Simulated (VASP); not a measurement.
# BiBrO (P4/nmm) in VASP: further runs, part 2 of 2

VASP 6.6.1.

## Step 3: Single point, LDA

This run uses another cell than the first one, of the same volume but with other edges.

INCAR reads:

```
SYSTEM = BiBrO
ALGO = Normal ; EDIFF = 1E-7
ENCUT = 520 ; GGA = CA
ISIF = 2 ; ISMEAR = 0
LASPH = .TRUE. ; LCHARG = .TRUE.
LELF = .TRUE. ; LREAL = .FALSE.
LVHAR = .TRUE. ; LWAVE = .FALSE.
NBANDS = 37 ; NELM = 100
PREC = Accurate ; SIGMA = 0.05
```

KPOINTS reads:

```
k-points
0
G
  8 8 4
  0 0 0
```

POSCAR reads:

```
BiBrO
1.0
    3.8826151614      0.0000000000      0.0000000000
    0.0000000000      3.8826151614      0.0000000000
    0.0000000000      0.0000000000      7.7553000000
Bi Br O
2 2 2
Direct
    0.0000000000      0.5000000000      0.1575579020
    0.5000000000      0.0000000000      0.8424420980
    0.0000000000      0.5000000000      0.6517216503
    0.5000000000      0.0000000000      0.3482783497
    0.0000000000      0.0000000000      0.0000000000
    0.5000000000      0.5000000000      0.0000000000
```

Potentials or basis: VASP PAW LDA potentials, release 64 (Bi_d, Br, O).

Command:

```
$ cat potpaw_LDA.64/Bi_d/POTCAR potpaw_LDA.64/Br/POTCAR potpaw_LDA.64/O/POTCAR > POTCAR
$ mpirun -np 1 vasp_std > vasp.out
```

OUTCAR:

```text
SYSTEM = BiBrO
   EDIFF = 1E-7
   ENCUT = 520
   GGA = CA
   ISIF = 2
   ISMEAR = 0
   LASPH = .TRUE.
   LREAL = .FALSE.
   NELM = 100
   PREC = Accurate

 ion  position               nearest neighbor table
   1  0.000  0.500  0.158-   5 2.29   6 2.29   5 2.29   6 2.29   4 3.12   4 3.12   4 3.12   4 3.12
                             2 3.68   2 3.68   2 3.68   2 3.68
   2  0.500  0.000  0.842-   5 2.29   6 2.29   6 2.29   5 2.29   3 3.12   3 3.12   3 3.12   3 3.12
                             1 3.68   1 3.68   1 3.68   1 3.68
   3  0.000  0.500  0.652-   2 3.12   2 3.12   2 3.12   2 3.12
   4  0.500  0.000  0.348-   1 3.12   1 3.12   1 3.12   1 3.12
   5  0.000  0.000  0.000-   1 2.29   2 2.29   1 2.29   2 2.29
   6  0.500  0.500  0.000-   1 2.29   2 2.29   2 2.29   1 2.29

  LATTYP: Found a simple tetragonal cell.
 ALAT       =     3.8826151614
 C/A-ratio  =     1.9974423623

  Lattice vectors:

 A1 = (   3.8826151614,   0.0000000000,   0.0000000000)
 A2 = (   0.0000000000,   3.8826151614,   0.0000000000)
 A3 = (   0.0000000000,   0.0000000000,   7.7553000000)

Analysis of symmetry for initial positions (statically):
=====================================================================
 Subroutine PRICEL returns:
 Original cell was already a primitive cell.

 Routine SETGRP: Setting up the symmetry group for a
 simple tetragonal supercell.

 Subroutine GETGRP returns: Found 16 space group operations
 (whereof  8 operations were pure point group operations)
 out of a pool of 16 trial point group operations.

The static configuration has the point symmetry D_2d.
 The point group associated with its full space group is D_4h.

Analysis of symmetry for dynamics (positions and initial velocities):
=====================================================================
 Subroutine PRICEL returns:
[... 137 lines left out ...]
     AMIX     =   0.40;   BMIX     =  1.00
     AMIX_MAG =   1.60;   BMIX_MAG =  1.00
  volume/ion in A,a.u.               =      19.48       131.49
  Fermi-wavevector in a.u.,A,eV,Ry     =   1.280919  2.420586 22.323814  1.640754
  Thomas-Fermi vector in A             =   2.413319
   LORBIT       =      0    0 simple, 1 ext, 2 COOP (PROOUT), +10 PAW based schemes
   GGA     = CA    functional components
   LHFCALC =     F    Hartree Fock is set to
   AEXX    =    0.0000 exact exchange contribution
   IVDW    =     0    specifies the selected vdW correction
   LEPSILON=     F    determine dielectric tensor
   LRPA    =     F    only Hartree local field effects (RPA)
 non-spin polarized calculation
 Gauss-broadening in eV      SIGMA  =   0.05
  energy-cutoff  :      520.00
  volume of cell :      116.91
 maximum number of plane-waves:      3174
 NGX is ok and might be reduce to    30

 number of electron      55.9999990 magnetization

 Free energy of the ion-electron system (eV)
  ---------------------------------------------------
  ext. energy  EPLUGINS =         0.00000000
  ---------------------------------------------------
  free energy    TOTEN  =       -31.92030524 eV

  energy without entropy =      -31.92030524  energy(sigma->0) =      -31.92030524

 E-fermi :   5.1010     XC(G=0): -10.7335

 val. band max:        4.8585156768   @ k =   0.3750   0.0000   0.5000
 cond. band min:       6.8321471055   @ k =   0.0000   0.0000   0.5000
 fundamental gap:      1.9736314287
 Fermi energy:         5.1010064002

 k-point     1 :       0.0000    0.0000    0.0000
  band No.  band energies     occupation
      1     -17.3577      2.00000
      2     -17.1324      2.00000
      3     -17.1324      2.00000
      4     -17.1136      2.00000
      5     -17.1103      2.00000
      6     -17.0723      2.00000
[... 949 lines left out ...]
     36      13.8791      0.00000
     37      14.0925      0.00000

 [... further k-points ...]

------------------------ aborting loop because EDIFF is reached ----------------------------------------

  FORCE on cell =-STRESS in cart. coord.  units (eV):
  Direction    XX          YY          ZZ          XY          YZ          ZX
  --------------------------------------------------------------------------------------
  -------------------------------------------------------------------------------------
  Total        1.1797202      1.1797202      1.5156142      0.0000000      0.0000000      0.0000000
  in kB       16.1674792     16.1674792     20.7707393      0.0000000      0.0000000      0.0000000
  external PRESSURE =      17.7018993 kB  Pullay stress =       0.0000000 kB

 VOLUME and BASIS-vectors are now :
 -----------------------------------------------------------------------------
  energy-cutoff  :      520.00
  volume of cell :      116.91
      direct lattice vectors                 reciprocal lattice vectors
     3.882615161  0.000000000  0.000000000     0.257558362  0.000000000  0.000000000
     0.000000000  3.882615161  0.000000000     0.000000000  0.257558362  0.000000000
     0.000000000  0.000000000  7.755300000     0.000000000  0.000000000  0.128944077

 POSITION                                       TOTAL-FORCE (eV/Angst)
 -----------------------------------------------------------------------------------
      0.00000      1.94131      1.22191        -0.000000      0.000000      0.369914
      1.94131      0.00000      6.53339         0.000000      0.000000     -0.369914
      0.00000      1.94131      5.05430        -0.000000      0.000000     -0.091651
      1.94131      0.00000      2.70100        -0.000000      0.000000      0.091651
      0.00000      0.00000      0.00000        -0.000000     -0.000000      0.000000
      1.94131      1.94131      0.00000        -0.000000      0.000000      0.000000
 -----------------------------------------------------------------------------------
    total drift:                                0.000000      0.000000     -0.000000

  FREE ENERGIE OF THE ION-ELECTRON SYSTEM (eV)
  ---------------------------------------------------
  free  energy   TOTEN  =       -31.9203052373 eV

  energy  without entropy=      -31.9203052373  energy(sigma->0) =      -31.92030524
```

OSZICAR:

```text
N       E                     dE             d eps       ncg     rms          rms(c)
DAV:   1     0.643359970178E+03    0.64336E+03   -0.27451E+04  3330   0.171E+03
DAV:   2     0.588330752483E+02   -0.58453E+03   -0.56380E+03  3474   0.472E+02
DAV:   3    -0.313815277389E+02   -0.90215E+02   -0.86996E+02  3985   0.184E+02
DAV:   4    -0.359343640314E+02   -0.45528E+01   -0.45125E+01  3875   0.426E+01
DAV:   5    -0.360785134536E+02   -0.14415E+00   -0.14410E+00  4428   0.811E+00    0.123E+01
DAV:   6    -0.321008922049E+02    0.39776E+01   -0.14295E+01  4984   0.406E+01    0.505E+00
DAV:   7    -0.319623071017E+02    0.13859E+00   -0.32349E+00  3596   0.974E+00    0.321E+00
DAV:   8    -0.319391867312E+02    0.23120E-01   -0.61146E-01  3990   0.391E+00    0.133E+00
DAV:   9    -0.319213802771E+02    0.17806E-01   -0.47860E-02  5119   0.189E+00    0.450E-01
DAV:  10    -0.319202353259E+02    0.11450E-02   -0.13889E-02  4245   0.895E-01    0.783E-02
DAV:  11    -0.319202978458E+02   -0.62520E-04   -0.10210E-03  4035   0.192E-01    0.356E-02
DAV:  12    -0.319203088203E+02   -0.10975E-04   -0.11417E-04  4484   0.540E-02    0.174E-02
DAV:  13    -0.319203058629E+02    0.29574E-05   -0.32938E-05  4683   0.464E-02    0.791E-03
DAV:  14    -0.319203052361E+02    0.62681E-06   -0.50076E-06  4050   0.134E-02    0.328E-03
DAV:  15    -0.319203052373E+02   -0.12542E-08   -0.40031E-07  3494   0.342E-03
   1 F= -.31920305E+02 E0= -.31920305E+02  d E =-.275591E-13
```

Wall time 3.3 min (1 thread of Intel Xeon 8259CL, shared host); peak memory 0.3 GiB.

Results:

```yaml
Free_energy: -31.9203 eV
Pressure: 1.8 GPa
Largest_force: 0.370 eV/Å
Band_gap_on_the_k_mesh: 1.97 eV (least direct gap 2.17 eV)
```

Forces on the atoms (eV/Å):
```
Bi   0.000  0.000  0.370
Bi   0.000  0.000 -0.370
Br   0.000  0.000 -0.092
Br   0.000  0.000  0.092
O    0.000  0.000  0.000
O    0.000  0.000  0.000
```

Caveat: spin-orbit coupling is left out, which moves the levels of the heavy elements. A k mesh can miss the band edges.

## Step 4: Single point, LDA

This run uses another cell than the first one, of 19.80 Å³/atom.

INCAR reads:

```
ALGO = Normal
EDIFF = 1E-6
ENCUT = 520
GGA = CA
ISIF = 2
ISMEAR = 0
LASPH = True
LCHARG = False
LREAL = False
LWAVE = False
NBANDS = 37
NELM = 100
PREC = Accurate
SIGMA = 0.05
```

KPOINTS reads:

```
k-points
0
Gamma
  8 8 4
```

Changes to POSCAR since step 3:

```diff
@@ -2,5 +2,5 @@
 1.0
-    3.8826151614      0.0000000000      0.0000000000
-    0.0000000000      3.8826151614      0.0000000000
-    0.0000000000      0.0000000000      7.7553000000
+    3.9473000000      0.0000000000      0.0000000000
+    0.0000000000      3.9473000000      0.0000000000
+    0.0000000000      0.0000000000      7.6239000000
 Bi Br O
```

Command:

```
$ cat potpaw_LDA.64/Bi_d/POTCAR potpaw_LDA.64/Br/POTCAR potpaw_LDA.64/O/POTCAR > POTCAR
$ mpirun -np 1 vasp_std > vasp.out
```

It took 3.1 min on 1 thread of Intel Xeon 8259CL, shared host; peak memory 0.3 GiB.

The run converged. Its results:

| Property | Result |
| --- | --- |
| Free energy | -31.9041 eV |
| Pressure | -0.4 GPa |
| Largest force | 0.310 eV/Å |
| Band gap on the k mesh | 1.88 eV (least direct gap 2.00 eV) |

Forces on the atoms (eV/Å):
```
Bi   0.000  0.000  0.310
Bi   0.000  0.000 -0.310
Br   0.000  0.000 -0.067
Br   0.000  0.000  0.067
O    0.000  0.000  0.000
O    0.000  0.000  0.000
```

Stress tensor (GPa, compression positive):
```
-1.25  0.00  0.00
 0.00 -1.25  0.00
 0.00  0.00  1.29
```

Levels at points of the mesh, in eV from the valence-band top:
| k point | band 26 | band 27 | band 28 | band 29 | band 30 | band 31 |
| --- | --- | --- | --- | --- | --- | --- |
| (0.00, 0.00, 0.00) | -0.90 | -0.90 | -0.85 | 2.33 | 3.33 | 5.06 |
| (0.50, 0.00, 0.00) | -0.69 | -0.13 | -0.13 | 4.35 | 4.35 | 4.73 |
| (0.50, 0.50, 0.00) | -0.95 | -0.67 | -0.67 | 3.56 | 3.56 | 5.21 |
| (0.00, 0.00, 0.50) | -0.48 | -0.48 | -0.12 | 1.88 | 2.28 | 4.89 |
| (0.50, 0.00, 0.50) | -0.71 | 0.00 | 0.00 | 4.11 | 4.11 | 4.81 |
| (0.50, 0.50, 0.50) | -1.25 | -1.18 | -1.18 | 4.33 | 4.33 | 5.35 |

Caveat: spin-orbit coupling is left out, which moves the levels of the heavy elements. As with any semilocal functional, this LDA gap is likely too small.

## Step 5: The runs side by side

| cell | gap on the mesh (eV) | pressure (GPa) | largest force (eV/Å) |
| --- | --- | --- | --- |
| a = 3.818, b = 3.818, c = 8.018 Å, 6 atoms | 2.13 | 2.6 | 0.09 |
| a = 3.883, b = 3.883, c = 7.755 Å, 6 atoms | 1.97 | 1.8 | 0.37 |
| a = 3.947, b = 3.947, c = 7.624 Å, 6 atoms | 1.88 | -0.4 | 0.31 |

Alike in all rows: task single point; level LDA; potentials or basis VASP PAW LDA potentials, release 64 (Bi_d, Br, O); no spin polarisation; k mesh 8 × 8 × 4; cutoff (eV) 520; smearing gaussian 0.05 eV.

Caveats: spin-orbit coupling is left out, which moves the levels of the heavy elements.

Total energies depend on the potentials used, so only differences within one code and one set of settings carry meaning.
